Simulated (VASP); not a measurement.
Input of a VASP 6.6.1 run:

The input INCAR:

```
SYSTEM = Pt
ALGO = Normal ; EDIFF = 1E-6
ENCUT = 500 ; GGA = PS
GGA_COMPAT = .False. ; ISIF = 2
ISMEAR = 0 ; LASPH = .True.
LCHARG = .False. ; LMAXMIX = 4
LNONCOLLINEAR = .True. ; LORBIT = 11
LORBMOM = .True. ; LREAL = .False.
LSORBIT = .True. ; LWAVE = .False.
MAGMOM = 0 0 0 ; NBANDS = 21
NELM = 200 ; PREC = Accurate
SIGMA = 0.1
```

KPOINTS

```
k-points
0
Gamma
  18 18 18
  0 0 0
```

POSCAR

```
Pt
1.0
    0.0000000000      1.9590400275      1.9590400275
    1.9590400275      0.0000000000      1.9590400275
    1.9590400275      1.9590400275      0.0000000000
Pt
1
Direct
    0.0000000000      0.0000000000      0.0000000000
```

Potentials or basis: VASP PAW PBE potentials, release 64 (Pt).

The run is started by

```bash
$ cat potpaw_PBE.64/Pt/POTCAR > POTCAR
$ mpirun -np 1 vasp_ncl > vasp.out
```

Q: What does it give for the net moment?

A: 0.00 μB per cell.

Q: What does it give for the pressure?

A: 0.4 GPa.

Moments on the atoms (μB; x, y, z):
```
Pt  0.00 0.00 0.00
```

Caveat: the PAW data sets were made with another functional, which shifts forces and pressure a little.
